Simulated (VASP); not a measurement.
# Ti5Si (P1) in VASP: notebook

Ti5Si is run at these levels: PBE; tasks: single point.

All numbers are computed with VASP 6.6.1; they aren't measurements. Logs are shortened: lines on timing, memory, paths and dates and some standing lists are left out, and cuts for length are marked.

**1. The cell of the first run**

The typed cell holds 6 atoms: a = 5.350 Å, b = 5.288 Å, c = 5.276 Å, α = 56.77°, β = 56.68°, γ = 57.43°.

**2. Single point, PBE**

INCAR reads:

```
SYSTEM = Ti5Si
ALGO = Normal
EDIFF = 1E-6
ENCUT = 520
GGA = PE
ISIF = 2
ISMEAR = 0
LASPH = .True.
LCHARG = .False.
LREAL = .False.
LWAVE = .False.
NBANDS = 41
NELM = 100
PREC = Accurate
SIGMA = 0.1
```

KPOINTS reads:

```
k-points
0
Gamma
  1 1 1
  0 0 0
```

POSCAR reads:

```
Ti5Si
1.0
    2.5881446878      1.4632273258      4.4483080099
   -2.5230840997      1.4504458811      4.4155398125
    0.0214612383     -2.8797452988      4.4207959760
Ti Si
5 1
Direct
    0.1536244382      0.1798274727      0.1474436636
    0.6026145207      0.3887407449      0.0293315758
   -0.0331386840      0.6294481188      0.4008227114
    0.8265757420      0.8522278747      0.8467902262
    0.4015611026     -0.0222253565      0.6210530498
    0.5150708304      0.4990478380      0.4830431954
```

Potentials or basis: VASP PAW PBE potentials, release 64 (Ti_sv, Si).

Launch:

```
$ cat potpaw_PBE.64/Ti_sv/POTCAR potpaw_PBE.64/Si/POTCAR > POTCAR
$ mpirun -np 1 vasp_gam > vasp.out
```

OUTCAR:

```text
SYSTEM = Ti5Si
   EDIFF = 1E-6
   ENCUT = 520
   GGA = PE
   ISIF = 2
   ISMEAR = 0
   LASPH = .True.
   LREAL = .False.
   NELM = 100
   PREC = Accurate

 ion  position               nearest neighbor table
   1  0.154  0.180  0.147-   2 2.80   3 2.81   2 2.84   6 2.84   5 2.88   5 2.89   4 2.90   6 2.91
                             4 2.92   6 3.02
   2  0.603  0.389  0.029-   6 2.51   5 2.65   5 2.66   3 2.71   4 2.77   3 2.79   1 2.80   1 2.84
                             6 2.87   4 2.91
   3  0.967  0.629  0.401-   5 2.53   6 2.61   2 2.71   4 2.76   2 2.79   1 2.81   6 2.86   4 2.86

   4  0.827  0.852  0.847-   5 2.74   3 2.76   2 2.77   6 2.81   3 2.86   6 2.89   1 2.90   2 2.91
                             1 2.92
   5  0.402  0.978  0.621-   3 2.53   2 2.65   2 2.66   6 2.68   4 2.74   6 2.76   1 2.88   1 2.89

   6  0.515  0.499  0.483-   2 2.51   3 2.61   5 2.68   5 2.76   4 2.81   1 2.84   3 2.86   2 2.87
                             4 2.89   1 2.91   1 3.02

  LATTYP: Found a triclinic cell.
 ALAT       =     5.0224788958
 B/A-ratio  =     1.0176946309
 C/A-ratio  =     1.0504896382
 COS(alpha) =     0.0080743524
 COS(beta)  =     0.4735173296
 COS(gamma) =     0.5044701556

  Lattice vectors:

 A1 = (   2.5445453380,  -4.3301911799,   0.0052561635)
 A2 = (   5.1112287875,   0.0127814447,   0.0327681974)
 A3 = (   0.0214612383,  -2.8797452988,   4.4207959760)

Analysis of symmetry for initial positions (statically):
=====================================================================
 Subroutine PRICEL returns:
 Original cell was already a primitive cell.

 Routine SETGRP: Setting up the symmetry group for a
 triclinic supercell.

 Subroutine GETGRP returns: Found  1 space group operations
 (whereof  1 operations were pure point group operations)
 out of a pool of  2 trial point group operations.

The static configuration has the point symmetry C_1 .

Analysis of symmetry for dynamics (positions and initial velocities):
=====================================================================
 Subroutine PRICEL returns:
 Original cell was already a primitive cell.

 Routine SETGRP: Setting up the symmetry group for a
 triclinic supercell.

 Subroutine GETGRP returns: Found  1 space group operations
 (whereof  1 operations were pure point group operations)
 out of a pool of  2 trial point group operations.

The dynamic configuration has the point symmetry C_1 .

 Subroutine INISYM returns: Found  1 space group operations
 (whereof  1 operations are pure point group operations),
 and found     1 'primitive' translations

----------------------------------------------------------------------------------------

                                     Primitive cell

  volume of cell :      98.1472

  direct lattice vectors                    reciprocal lattice vectors
     2.588144688  1.463227326  4.448308010     0.194888490  0.114611578  0.073712881
    -2.523084100  1.450445881  4.415539812    -0.196425653  0.115603868  0.076258944
     0.021461238 -2.879745299  4.420795976     0.000090767 -0.230791262  0.075863714

  length of vectors
     5.350417861  5.288358768  5.276062038     0.237804386  0.240338757  0.242940153

  position of ions in fractional coordinates (direct lattice)
     0.153624438  0.179827473  0.147443664
     0.602614521  0.388740745  0.029331576
     0.966861316  0.629448119  0.400822711
     0.826575742  0.852227875  0.846790226
     0.401561103  0.977774643  0.621053050
     0.515070830  0.499047838  0.483043195

  ion indices of the primitive-cell ions
   primitive index   ion index
                 1           1
                 2           2
                 3           3
                 4           4
                 5           5
                 6           6

----------------------------------------------------------------------------------------

 KPOINTS: k-points

Automatic generation of k-mesh.
 Grid dimensions read from file:
 generate k-points for:    1    1    1

 Generating k-lattice:

  Cartesian coordinates                     Fractional coordinates (reciprocal lattice)
     0.194888490  0.114611578  0.073712881     1.000000000  0.000000000 -0.000000000
    -0.196425653  0.115603868  0.076258944     0.000000000  1.000000000  0.000000000
     0.000090767 -0.230791262  0.075863714     0.000000000  0.000000000  1.000000000

  Length of vectors
     0.237804386  0.240338757  0.242940153

  Shift w.r.t. Gamma in fractional coordinates (k-lattice)
     0.000000000  0.000000000  0.000000000

 Subroutine IBZKPT returns following result:
 ===========================================

 Found      1 irreducible k-points:

 Following reciprocal coordinates:
            Coordinates               Weight
  0.000000  0.000000  0.000000      1.000000
   k-points           NKPTS =      1   k-points in BZ     NKDIM =      1   number of bands    NBANDS=     41
   number of dos      NEDOS =    301   number of ions     NIONS =      6
   total plane-waves  NPLWV =  64000
   dimension x,y,z NGX =    40 NGY =   40 NGZ =   40
   dimension x,y,z NGXF=    80 NGYF=   80 NGZF=   80
   ions per type =               5   1
   NGX,Y,Z   is equivalent  to a cutoff of  12.43, 12.57, 12.60 a.u.
   NGXF,Y,Z  is equivalent  to a cutoff of  24.86, 25.15, 25.21 a.u.
 SYSTEM =  Ti5Si
   PREC   = accura    normal or accurate (medium, high low for compatibility)
   ISTART =      0    job   : 0-new  1-cont  2-samecut
   ICHARG =      2    charge: 1-file 2-atom 10-const
   ISPIN  =      1    spin polarized calculation?
   LNONCOLLINEAR =      F non collinear calculations
   LSORBIT =      F    spin-orbit coupling
   LASPH  =      T    aspherical Exc in radial PAW
   ENCUT  =  520.0 eV  38.22 Ry    6.18 a.u.   9.95  9.83  9.81*2*pi/ulx,y,z
   NELM   =    100;   NELMIN=  2; NELMDL= -5     # of ELM steps
   EDIFF  = 0.1E-05   stopping-criterion for ELM
   LREAL  =      F    real-space projection
   EDIFFG = 0.1E-04   stopping-criterion for IOM
   NSW    =      0    number of steps for IOM
   IBRION =     -1    ionic relax: 0-MD 1-quasi-New 2-CG
   NFREE  =      0    steps in history (QN), initial steepest desc. (CG)
   ISIF   =      2    stress and relaxation
   ISYM   =      2    0-nonsym 1-usesym 2-fastsym
   POTIM  = 0.5000    time-step for ionic-motion
   TEBEG  =    0.0;   TEEND  =   0.0 temperature during run
   PSTRESS=    0.0 pullay stress
   NELECT =      64.0000    total number of electrons
   NUPDOWN=      -1.0000    fix difference up-down
   EMIN   =  10.00;   EMAX   =-10.00  energy-range for DOS
   EFERMI =   0.00;   METHOD = LEGACY
   ISMEAR =     0;   SIGMA  =   0.10  broadening in eV -4-tet -1-fermi 0-gaus
   EFERMI_NEDOS =   21; number of points for ismear=-14 and -15
   IALGO  =     38    algorithm
   IMIX   =      4    mixing-type and parameters
     AMIX     =   0.40;   BMIX     =  1.00
     AMIX_MAG =   1.60;   BMIX_MAG =  1.00
  volume/ion in A,a.u.               =      16.36       110.39
  Fermi-wavevector in a.u.,A,eV,Ry     =   1.419631  2.682714 27.420541  2.015353
  Thomas-Fermi vector in A             =   2.540631
   LORBIT       =      0    0 simple, 1 ext, 2 COOP (PROOUT), +10 PAW based schemes
   GGA     = PE    functional components
   LHFCALC =     F    Hartree Fock is set to
   AEXX    =    0.0000 exact exchange contribution
   IVDW    =     0    specifies the selected vdW correction
   LEPSILON=     F    determine dielectric tensor
   LRPA    =     F    only Hartree local field effects (RPA)
 non-spin polarized calculation
 Gauss-broadening in eV      SIGMA  =   0.10
  energy-cutoff  :      520.00
  volume of cell :       98.15
 maximum number of plane-waves:      1333
 NGX is ok and might be reduce to    40
   NGX = 19   NGY = 19   NGZ = 19

 number of electron      64.0000000 magnetization

 Free energy of the ion-electron system (eV)
  ---------------------------------------------------
  ext. energy  EPLUGINS =         0.00000000
  ---------------------------------------------------
  free energy    TOTEN  =       -42.42543948 eV

  energy without entropy =      -42.34687588  energy(sigma->0) =      -42.38615768

 E-fermi :   8.6032     XC(G=0): -11.5689

 val. band max:        8.5430540499   @ k =   0.0000   0.0000   0.0000
 cond. band min:       8.6633953820   @ k =   0.0000   0.0000   0.0000
 fundamental gap:      0.1203413322
 Fermi energy:         8.6032246165

 k-point     1 :       0.0000    0.0000    0.0000
  band No.  band energies     occupation
      1     -48.0475      2.00000
      2     -47.9538      2.00000
      3     -47.8419      2.00000
      4     -47.7146      2.00000
      5     -47.6402      2.00000
      6     -24.5814      2.00000
[... 33 lines left out ...]
     40      10.4112      0.00000
     41      10.6661      0.00000

------------------------ aborting loop because EDIFF is reached ----------------------------------------

  FORCE on cell =-STRESS in cart. coord.  units (eV):
  Direction    XX          YY          ZZ          XY          YZ          ZX
  --------------------------------------------------------------------------------------
  -------------------------------------------------------------------------------------
  Total        4.0080638      2.6518468      1.2642501      2.1455274     -1.8701214     -1.0368435
  in kB       65.4285646     43.2893635     20.6379121     35.0240870    -30.5282959    -16.9256741
  external PRESSURE =      43.1186134 kB  Pullay stress =       0.0000000 kB

 VOLUME and BASIS-vectors are now :
 -----------------------------------------------------------------------------
  energy-cutoff  :      520.00
  volume of cell :       98.15
      direct lattice vectors                 reciprocal lattice vectors
     2.588144688  1.463227326  4.448308010     0.194888490  0.114611578  0.073712881
    -2.523084100  1.450445881  4.415539812    -0.196425653  0.115603868  0.076258944
     0.021461238 -2.879745299  4.420795976     0.000090767 -0.230791262  0.075863714

 POSITION                                       TOTAL-FORCE (eV/Angst)
 -----------------------------------------------------------------------------------
     -0.05295      0.06102      2.12922        -0.596933      0.361792     -1.635405
      0.57946      1.36114      4.52678         1.140196      0.339202     -0.853761
      0.92283      1.17345      8.85221         1.697626      1.042234      0.571825
      0.00723      0.00704     11.18340         0.317058     -0.306630      1.923934
     -1.41438      0.21731      8.84922        -2.103731     -0.558083     -0.355934
      0.08430      0.08647      6.63019        -0.454217     -0.878514      0.349342
 -----------------------------------------------------------------------------------
    total drift:                               -0.000035      0.000055      0.000406

  FREE ENERGIE OF THE ION-ELECTRON SYSTEM (eV)
  ---------------------------------------------------
  free  energy   TOTEN  =       -42.4254394798 eV

  energy  without entropy=      -42.3468758753  energy(sigma->0) =      -42.38615768
```

It took 22 s on 1 thread of Intel Xeon Platinum 8259CL at 2.50GHz (Skylake/Cascade Lake), shared host; peak memory 0.22 GiB.

Results:

```yaml
Free_energy: -42.4254 eV
Pressure: 4.3 GPa
Largest_force: 2.205 eV/Å
Band_gap_on_the_k_mesh: 0.12 eV
```

Forces in eV/Å, atoms in the order of the input:
```
Ti  -0.597  0.362 -1.635
Ti   1.140  0.339 -0.854
Ti   1.698  1.042  0.572
Ti   0.317 -0.307  1.924
Ti  -2.104 -0.558 -0.356
Si  -0.454 -0.879  0.349
```

Caveat: the k points lie up to 1.53 Å⁻¹ apart; forces of over 1 eV/Å act on the atoms, so gaps and moduli don't describe the material at rest. A k mesh can miss the band edges.

**3. Single point, PBE**

INCAR reads:

```
ALGO = Normal ; EDIFF = 1E-7
ENCUT = 520 ; GGA = PE
ISIF = 2 ; ISMEAR = 0
LASPH = T ; LCHARG = T
LELF = T ; LREAL = F
LVHAR = T ; LWAVE = F
NBANDS = 41 ; NELM = 60
PREC = Accurate ; SIGMA = 0.1
```

KPOINTS reads:

```
k-points
0
Gamma
  2 2 2
```

POSCAR is that of step 2.

Potentials or basis: VASP PAW PBE potentials, release 64 (Ti_sv, Si).

Launch:

```
$ cat potpaw_PBE.64/Ti_sv/POTCAR potpaw_PBE.64/Si/POTCAR > POTCAR
$ mpirun -np 1 vasp_std > vasp.out
```

Run time: 74 s. Hardware: 1 thread of Intel Xeon Platinum 8259CL at 2.50GHz (Skylake/Cascade Lake), shared host; peak memory 0.24 GiB.

The run converged. Its results:

```
Free energy            : -45.9672 eV
Pressure               : 2.0 GPa
Largest force          : 1.831 eV/Å
Band gap on the k mesh : zero (band 32 reaches 9.04 eV, above the bottom of band 33 at 8.68 eV)
```

Forces on the atoms (eV/Å):
```
Ti   0.028  0.035 -0.818
Ti   0.511  0.591 -1.146
Ti   1.615  0.600  0.619
Ti   0.052 -0.062  1.165
Ti  -1.693 -0.207 -0.229
Si  -0.514 -0.957  0.409
```

Stress tensor (GPa, compression positive):
```
-0.58  3.06 -1.45
 3.06  1.93 -1.76
-1.45 -1.76  4.65
```

Levels at points of the mesh, in eV from the Fermi level:
| k point | band 30 | band 31 | band 32 | band 33 | band 34 | band 35 |
| --- | --- | --- | --- | --- | --- | --- |
| (0.00, 0.00, 0.00) | -0.92 | -0.66 | -0.27 | -0.12 | 0.15 | 0.61 |
| (0.50, 0.00, 0.00) | -0.83 | -0.57 | 0.10 | 0.38 | 0.57 | 0.74 |
| (0.00, 0.50, 0.00) | -0.88 | -0.68 | 0.03 | 0.27 | 0.34 | 0.73 |
| (0.50, 0.50, 0.00) | -0.81 | -0.41 | -0.14 | -0.05 | 0.46 | 0.64 |
| (0.00, 0.00, 0.50) | -0.80 | -0.63 | 0.23 | 0.28 | 0.39 | 0.66 |
| (0.50, 0.00, 0.50) | -0.56 | -0.44 | -0.12 | 0.07 | 0.53 | 0.63 |
| (0.00, 0.50, 0.50) | -0.78 | -0.42 | -0.11 | -0.07 | 0.49 | 0.68 |
| (0.50, 0.50, 0.50) | -0.77 | -0.63 | -0.11 | 0.29 | 0.44 | 0.56 |

Caveat: the k points lie up to 0.76 Å⁻¹ apart; forces of over 1 eV/Å act on the atoms, so gaps and moduli don't describe the material at rest.

**4. Single point, PBE**

INCAR reads:

```
PREC = Accurate ; ENCUT = 520
EDIFF = 1E-7 ; ISMEAR = 0
SIGMA = 0.1 ; LREAL = False
LASPH = True ; NELM = 80
ALGO = Fast ; ISIF = 2
LWAVE = False ; LCHARG = False
GGA = PE ; NBANDS = 41
```

KPOINTS reads:

```
regular mesh
0
Gamma
  4 4 4
```

POSCAR is that of step 3.

Potentials or basis: VASP PAW PBE potentials, release 64 (Ti_sv, Si).

Launch:

```
$ cat potpaw_PBE.64/Ti_sv/POTCAR potpaw_PBE.64/Si/POTCAR > POTCAR
$ mpirun -np 1 vasp_std > vasp.out
```

OUTCAR:

```text
PREC = Accurate
   ENCUT = 520
   EDIFF = 1E-7
   ISMEAR = 0
   LREAL = False
   LASPH = True
   NELM = 80
   ISIF = 2
   GGA = PE

 ion  position               nearest neighbor table
   1  0.154  0.180  0.147-   2 2.80   3 2.81   2 2.84   6 2.84   5 2.88   5 2.89   4 2.90   6 2.91
                             4 2.92   6 3.02
   2  0.603  0.389  0.029-   6 2.51   5 2.65   5 2.66   3 2.71   4 2.77   3 2.79   1 2.80   1 2.84
                             6 2.87   4 2.91
   3  0.967  0.629  0.401-   5 2.53   6 2.61   2 2.71   4 2.76   2 2.79   1 2.81   6 2.86   4 2.86

[... 1275 lines left out ...]
  Total       -0.3491400      0.5754191      2.3311063      1.1425825     -0.9208382     -1.1769941
  in kB       -5.6994421      9.3932755     38.0535202     18.6517821    -15.0319771    -19.2135256
  external PRESSURE =      13.9157845 kB  Pullay stress =       0.0000000 kB

 VOLUME and BASIS-vectors are now :
 -----------------------------------------------------------------------------
  energy-cutoff  :      520.00
  volume of cell :       98.15
      direct lattice vectors                 reciprocal lattice vectors
     2.588144688  1.463227326  4.448308010     0.194888490  0.114611578  0.073712881
    -2.523084100  1.450445881  4.415539812    -0.196425653  0.115603868  0.076258944
     0.021461238 -2.879745299  4.420795976     0.000090767 -0.230791262  0.075863714

 POSITION                                       TOTAL-FORCE (eV/Angst)
 -----------------------------------------------------------------------------------
     -0.05295      0.06102      2.12922         0.178341     -0.143467     -0.618547
      0.57946      1.36114      4.52678         0.282280      0.786143     -1.140666
      0.92283      1.17345      8.85221         1.606474      0.506684      0.552142
      0.00723      0.00704     11.18340         0.005196      0.100386      1.068145
     -1.41438      0.21731      8.84922        -1.551615     -0.194569     -0.297562
      0.08430      0.08647      6.63019        -0.520676     -1.055178      0.436488
 -----------------------------------------------------------------------------------
    total drift:                                0.000372      0.000070      0.000409

  FREE ENERGIE OF THE ION-ELECTRON SYSTEM (eV)
  ---------------------------------------------------
  free  energy   TOTEN  =       -45.9546300338 eV

  energy  without entropy=      -45.9331670811  energy(sigma->0) =      -45.94389856
```

OSZICAR:

```text
N       E                     dE             d eps       ncg     rms          rms(c)
DAV:   1     0.862775242628E+03    0.86278E+03   -0.32079E+04  2968   0.192E+03
DAV:   2     0.640588007261E+02   -0.79872E+03   -0.77891E+03  2952   0.587E+02
DAV:   3    -0.372659900346E+02   -0.10132E+03   -0.96936E+02  4713   0.180E+02
[... 44 lines left out ...]
RMM:  48    -0.459546296009E+02   -0.14484E-06   -0.18567E-06  4456   0.662E-03    0.347E-03
RMM:  49    -0.459546297199E+02   -0.11902E-06   -0.15413E-06  4474   0.614E-03    0.348E-03
RMM:  50    -0.459546298091E+02   -0.89181E-07   -0.12287E-06  4406   0.569E-03    0.349E-03
RMM:  51    -0.459546299799E+02   -0.17084E-06   -0.10713E-06  4518   0.536E-03    0.375E-03
RMM:  52    -0.459546300338E+02   -0.53905E-07   -0.83875E-07  4259   0.499E-03
   1 F= -.45954630E+02 E0= -.45943899E+02  d E =-.214630E-01
```

Run time: 13 min. Hardware: 1 thread of Intel Xeon Platinum 8259CL at 2.50GHz (Skylake/Cascade Lake), shared host; peak memory 0.31 GiB.

What came out:

* Free energy: -45.9546 eV
* Pressure: 1.4 GPa
* Largest force: 1.773 eV/Å
* Band gap on the k mesh: zero (band 32 reaches 9.05 eV, above the bottom of band 33 at 8.63 eV)

Forces in eV/Å, atoms in the order of the input:
```
Ti   0.178 -0.143 -0.619
Ti   0.282  0.786 -1.141
Ti   1.606  0.507  0.552
Ti   0.005  0.100  1.068
Ti  -1.552 -0.195 -0.298
Si  -0.521 -1.055  0.436
```

Levels at points of the mesh, in eV from the Fermi level:
```
           k point  band 30  band 31  band 32  band 33  band 34  band 35
(0.00, 0.00, 0.00)    -0.87    -0.63    -0.21    -0.08     0.21     0.66
(0.50, 0.00, 0.00)    -0.77    -0.52     0.15     0.44     0.61     0.79
(0.00, 0.50, 0.00)    -0.82    -0.63     0.09     0.32     0.39     0.78
(0.50, 0.50, 0.00)    -0.76    -0.34    -0.10    -0.01     0.50     0.70
(0.00, 0.00, 0.50)    -0.75    -0.59     0.28     0.34     0.45     0.70
(0.50, 0.00, 0.50)    -0.51    -0.37    -0.08     0.11     0.58     0.67
(0.00, 0.50, 0.50)    -0.73    -0.36    -0.07    -0.03     0.54     0.73
(0.50, 0.50, 0.50)    -0.73    -0.57    -0.06     0.34     0.50     0.62
```

Caveat: the k points lie up to 0.38 Å⁻¹ apart; forces of over 1 eV/Å act on the atoms, so gaps and moduli don't describe the material at rest.

**5. Overview**

| k mesh | gap on the mesh (eV) | pressure (GPa) | largest force (eV/Å) |
| --- | --- | --- | --- |
| 1 × 1 × 1 | 0.12 | 4.3 | 2.21 |
| 2 × 2 × 2 | none | 2.0 | 1.83 |
| 4 × 4 × 4 | none | 1.4 | 1.77 |

Alike in all rows: task single point; level PBE; potentials or basis VASP PAW PBE potentials, release 64 (Ti_sv, Si); no spin polarisation; cell as given; cutoff (eV) 520; smearing gaussian 0.1 eV.

Caveats: all runs use coarse meshes; forces of over 1 eV/Å act on the atoms, so gaps and moduli don't describe the material at rest.

Total energies depend on the potentials used, so only differences within one code and one set of settings carry meaning.
